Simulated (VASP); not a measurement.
A run of VASP 6.6.1:

File INCAR:

```
PREC = Accurate
ENCUT = 520
EDIFF = 1E-6
ISMEAR = -1
SIGMA = 0.1
LREAL = False
LASPH = True
NELM = 150
ALGO = Normal
ISIF = 2
LWAVE = False
LCHARG = True
ISPIN = 2
MAGMOM = 0.48
LORBIT = 11
NUPDOWN = 0.48
LMAXMIX = 4
GGA = PE
LELF = True
LVHAR = True
NBANDS = 15
```

Contents of KPOINTS:

```
Automatic mesh
0
Gamma
  13 13 13
```

Contents of POSCAR:

```
Ni
1.0
    0.0000000000      1.7701000000      1.7701000000
    1.7701000000      0.0000000000      1.7701000000
    1.7701000000      1.7701000000      0.0000000000
Ni
1
Direct
    0.0000000000      0.0000000000      0.0000000000
```

Potentials or basis: VASP PAW PBE potentials, release 64 (Ni).

Launch:

```console
$ cat potpaw_PBE.64/Ni/POTCAR > POTCAR
$ mpirun -np 1 vasp_std > vasp.out
```

Hardware: 1 thread of Intel(R) Xeon(R) Platinum 8259CL CPU @ 2.50GHz (Skylake/Cascade Lake), on a shared host.

Task: Estimate the wall time of this run.

Result: It took 25 s on 1 thread of Intel(R) Xeon(R) Platinum 8259CL CPU @ 2.50GHz (Skylake/Cascade Lake), with other jobs on the host, peak memory 0.14 GiB. Counts: scf iterations 12, k points 84.
